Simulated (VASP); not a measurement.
# SiBF (P4/nmm) in VASP: density of states with PBE

Aim: the density of states of SiBF with PBE.

Everything below comes from runs of VASP 6.6.1. Logs are shortened: lines on timing, memory, paths and dates and some standing lists are left out, and cuts for length are marked.

## (1) The cell of the first run

It takes space group P4/nmm (No. 129, tetragonal). Conventional cell: a = 3.082 Å, b = 3.082 Å, c = 6.160 Å, α = 90.00°, β = 90.00°, γ = 90.00°. Si (site symmetry 4mm) has 5 B at 2.16 to 2.31 Å and 4 F at 2.23 Å within 2.9 Å. B (site symmetry 4mm) has 5 Si at 2.16 to 2.31 Å and 4 B at 2.59 Å and 4 F at 2.84 Å within 2.9 Å. F (site symmetry -4m2) has 4 F at 2.18 Å and 4 Si at 2.23 Å and 4 B at 2.84 Å within 2.9 Å.

## (2) Density of states, PBE

The input, POSCAR:

```
SiBF
1.0
    3.0818341359      0.0000000000      0.0000000000
    0.0000000000      3.0818341359      0.0000000000
    0.0000000000      0.0000000000      6.1599370147
Si B F
2 2 2
Direct
    0.5000000000      0.0000000000      0.7625031754
    0.0000000000      0.5000000000      0.2374968246
    0.5000000000      0.0000000000      0.1129233140
    0.0000000000      0.5000000000      0.8870766860
    0.0000000000      0.0000000000      0.5000000000
    0.5000000000      0.5000000000      0.5000000000
```

The input, INCAR.step1:

```
SYSTEM = SiBF
PREC = Accurate ; ENCUT = 520
EDIFF = 1E-7 ; ISMEAR = 0
SIGMA = 0.1 ; LREAL = .FALSE.
LASPH = .TRUE. ; NELM = 100
ALGO = Normal ; ISIF = 2
LWAVE = .FALSE. ; LCHARG = .TRUE.
GGA = PE ; NBANDS = 23
```

The input, KPOINTS.step1:

```
Automatic mesh
0
G
  12 12 6
  0 0 0
```

The input, INCAR.step2:

```
SYSTEM = SiBF
PREC = Accurate ; ENCUT = 520
EDIFF = 1E-7 ; ISMEAR = -5
SIGMA = 0.1 ; LREAL = .FALSE.
LASPH = .TRUE. ; NELM = 100
ALGO = Normal ; ISIF = 2
LWAVE = .FALSE. ; LCHARG = .FALSE.
GGA = PE ; LORBIT = 10
NEDOS = 1001 ; ICHARG = 11
```

The input, KPOINTS.step2:

```
Automatic mesh
0
G
  18 18 9
  0 0 0
```

Potentials or basis: VASP PAW PBE potentials, release 64 (Si, B, F).

On the command line:

```bash
> cat potpaw_PBE.64/Si/POTCAR potpaw_PBE.64/B/POTCAR potpaw_PBE.64/F/POTCAR > POTCAR
> cp INCAR.step1 INCAR
> cp KPOINTS.step1 KPOINTS
> mpirun -np 1 vasp_std > vasp.out
> cp INCAR.step2 INCAR
> cp KPOINTS.step2 KPOINTS
> mpirun -np 1 vasp_std > vasp.out
```

OUTCAR:

```text
SYSTEM = SiBF
   PREC = Accurate
   ENCUT = 520
   EDIFF = 1E-7
   ISMEAR = -5
   LREAL = .FALSE.
   LASPH = .TRUE.
   NELM = 100
   ISIF = 2
   GGA = PE
   LORBIT = 10
   ICHARG = 11

 ion  position               nearest neighbor table
   1  0.500  0.000  0.763-   3 2.16   5 2.23   6 2.23   6 2.23   5 2.23   4 2.31   4 2.31   4 2.31
                             4 2.31
   2  0.000  0.500  0.237-   4 2.16   5 2.23   6 2.23   5 2.23   6 2.23   3 2.31   3 2.31   3 2.31
                             3 2.31
   3  0.500  0.000  0.113-   1 2.16   2 2.31   2 2.31   2 2.31   2 2.31
   4  0.000  0.500  0.887-   2 2.16   1 2.31   1 2.31   1 2.31   1 2.31
   5  0.000  0.000  0.500-   1 2.23   2 2.23   2 2.23   1 2.23
   6  0.500  0.500  0.500-   1 2.23   2 2.23   1 2.23   2 2.23

  LATTYP: Found a simple tetragonal cell.
 ALAT       =     3.0818341359
 C/A-ratio  =     1.9987892739

  Lattice vectors:

 A1 = (   3.0818341359,   0.0000000000,   0.0000000000)
 A2 = (   0.0000000000,   3.0818341359,   0.0000000000)
 A3 = (   0.0000000000,   0.0000000000,   6.1599370147)

Analysis of symmetry for initial positions (statically):
=====================================================================
 Subroutine PRICEL returns:
 Original cell was already a primitive cell.

 Routine SETGRP: Setting up the symmetry group for a
 simple tetragonal supercell.

 Subroutine GETGRP returns: Found 16 space group operations
 (whereof  8 operations were pure point group operations)
 out of a pool of 16 trial point group operations.

The static configuration has the point symmetry D_2d.
 The point group associated with its full space group is D_4h.

Analysis of symmetry for dynamics (positions and initial velocities):
=====================================================================
 Subroutine PRICEL returns:
 Original cell was already a primitive cell.

 Routine SETGRP: Setting up the symmetry group for a
 simple tetragonal supercell.

 Subroutine GETGRP returns: Found 16 space group operations
 (whereof  8 operations were pure point group operations)
 out of a pool of 16 trial point group operations.

The dynamic configuration has the point symmetry D_2d.
 The point group associated with its full space group is D_4h.

 Subroutine INISYM returns: Found 16 space group operations
 (whereof  8 operations are pure point group operations),
 and found     1 'primitive' translations

[... 120 lines left out ...]
   EFERMI_NEDOS =   21; number of points for ismear=-14 and -15
   IALGO  =     38    algorithm
   IMIX   =      4    mixing-type and parameters
     AMIX     =   0.40;   BMIX     =  1.00
     AMIX_MAG =   1.60;   BMIX_MAG =  1.00
  volume/ion in A,a.u.               =       9.75        65.80
  Fermi-wavevector in a.u.,A,eV,Ry     =   1.280548  2.419885 22.310882  1.639804
  Thomas-Fermi vector in A             =   2.412970
   LORBIT       =     10    0 simple, 1 ext, 2 COOP (PROOUT), +10 PAW based schemes
   GGA     = PE    functional components
   LHFCALC =     F    Hartree Fock is set to
   AEXX    =    0.0000 exact exchange contribution
   IVDW    =     0    specifies the selected vdW correction
   LEPSILON=     F    determine dielectric tensor
   LRPA    =     F    only Hartree local field effects (RPA)
 non-spin polarized calculation
 Fermi weights with tetrahedron method with Bloechl corrections
  energy-cutoff  :      520.00
  volume of cell :       58.51
 maximum number of plane-waves:      1624
 NGX is ok and might be reduce to    24

 number of electron      28.0000023 magnetization

 Free energy of the ion-electron system (eV)
  ---------------------------------------------------
  ext. energy  EPLUGINS =         0.00000000
  ---------------------------------------------------
  free energy    TOTEN  =       -26.82367510 eV

  energy without entropy =      -26.82367510  energy(sigma->0) =      -26.82367510

 E-fermi :   7.5066     XC(G=0): -11.5196

 val. band max:        7.5922547240   @ k =   0.5000   0.0556   0.0000
 cond. band min:       7.4222781952   @ k =   0.2222   0.2222   0.3333
 fundamental gap:     -0.1699765288
 Fermi energy:         7.5065949614

 k-point     1 :       0.0000    0.0000    0.0000
  band No.  band energies     occupation
      1     -18.1357      2.00000
      2     -15.2587      2.00000
      3      -5.6018      2.00000
      4      -4.2671      2.00000
      5       0.3727      2.00000
      6       0.3727      2.00000
[... 481 lines left out ...]
      5      -0.3837      2.00000
      6       0.6779      2.00000
[... 10 lines left out ...]
     17      10.6531      0.00000
     18      11.5978      0.00000

 [... further k-points ...]

------------------------ aborting loop because EDIFF is reached ----------------------------------------

  FORCE on cell =-STRESS in cart. coord.  units (eV):
  Direction    XX          YY          ZZ          XY          YZ          ZX
  --------------------------------------------------------------------------------------
  -------------------------------------------------------------------------------------
  Total       -0.0371560     -0.0371560     -0.4347152      0.0000000      0.0000000      0.0000000
  in kB       -1.0175255     -1.0175255    -11.9047593      0.0000000      0.0000000      0.0000000
  external PRESSURE =      -4.6466034 kB  Pullay stress =       0.0000000 kB

 VOLUME and BASIS-vectors are now :
 -----------------------------------------------------------------------------
  energy-cutoff  :      520.00
  volume of cell :       58.51
      direct lattice vectors                 reciprocal lattice vectors
     3.081834136  0.000000000  0.000000000     0.324482096  0.000000000  0.000000000
     0.000000000  3.081834136  0.000000000     0.000000000  0.324482096  0.000000000
     0.000000000  0.000000000  6.159937015     0.000000000  0.000000000  0.162339322

 POSITION                                       TOTAL-FORCE (eV/Angst)
 -----------------------------------------------------------------------------------
      1.54092      0.00000      4.69697         0.000000      0.000000      0.092588
      0.00000      1.54092      1.46297         0.000000     -0.000000     -0.092588
      1.54092      0.00000      0.69560        -0.000000      0.000000     -0.104199
      0.00000      1.54092      5.46434         0.000000      0.000000      0.104199
      0.00000      0.00000      3.07997         0.000000      0.000000     -0.000000
      1.54092      1.54092      3.07997         0.000000     -0.000000     -0.000000
 -----------------------------------------------------------------------------------
    total drift:                                0.000000      0.000000     -0.000000

  FREE ENERGIE OF THE ION-ELECTRON SYSTEM (eV)
  ---------------------------------------------------
  free  energy   TOTEN  =       -26.8236751046 eV

  energy  without entropy=      -26.8236751046  energy(sigma->0) =      -26.82367510

 total charge

# of ion       s       p       d       tot
------------------------------------------
    1        0.741   0.665   0.000   1.406
    2        0.741   0.665   0.000   1.406
    3        0.749   0.888   0.000   1.636
    4        0.749   0.888   0.000   1.636
    5        1.765   4.335   0.000   6.099
    6        1.765   4.335   0.000   6.099
--------------------------------------------------
tot          6.509  11.774   0.000  18.283
```

It took 5.6 min on 1 thread of Oxide Virtual Turin-like, shared host; peak memory 0.33 GiB.

What came out:

- Valence electrons inside the program's atomic spheres: Si 1.41; B 1.64; F 6.10

Caveat: tetrahedron occupations give inexact forces and stress in metals.
